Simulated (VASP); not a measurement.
Write the native input for VASP 6.6.1 that does the following.

| Quantity | Value |
| --- | --- |
| Task | single point |
| Functional | PBEsol |
| Potentials or basis | VASP PAW PBE potentials, release 64 (Cu_sv_GW, O) |
| Cutoff | 700 eV |
| k mesh | 9 × 9 × 9 |
| Occupations | fermi-dirac, width 0.05 eV |
| Spin | no spin polarisation |
| Dipole correction | no |
| Second run | valence_matched |
| Further INCAR settings | ALGO = Normal; EDIFF = 1e-06; NBANDS = 42 |

The structure of Cu3O2 lies in POSCAR:

```
Cu3O2
1.0
   -1.9847820485      1.9847820485      3.6307132053
    1.9847820485     -1.9847820485      3.6307132053
    1.9847820485      1.9847820485     -3.6307132053
Cu O
3 2
Direct
    0.0000000000      0.0000000000      0.0000000000
    0.7500000000      0.2500000000      0.5000000000
    0.2500000000      0.7500000000      0.5000000000
    0.5000000000      0.0000000000      0.5000000000
    0.0000000000      0.5000000000      0.5000000000
```

The input as run:

INCAR

```
PREC = Accurate ; ENCUT = 700
EDIFF = 1E-6 ; ISMEAR = -1
SIGMA = 0.05 ; LREAL = False
LASPH = True ; NELM = 120
ALGO = Normal ; ISIF = 2
LWAVE = False ; LCHARG = False
GGA = PS ; NBANDS = 42
GGA_COMPAT = False
```

KPOINTS

```
regular mesh
0
Gamma
  9 9 9
```

Potentials or basis: VASP PAW PBE potentials, release 64 (Cu_sv_GW, O).

Command:

```bash
$ cat potpaw_PBE.64/Cu_sv_GW/POTCAR potpaw_PBE.64/O/POTCAR > POTCAR
$ mpirun -np 1 vasp_std > vasp.out
```

Results of the run:

- Pressure: -3.0 GPa

Caveat: the PAW data sets were made with another functional, which shifts forces and pressure a little; an odd number of electrons without spin polarisation forces a metal; a magnetic or distorted state may lie lower.

Run time: 4 min on 1 thread of Intel(R) Xeon(R) 6975P-C (Granite Rapids), on a shared host, peak memory 0.4 GiB.
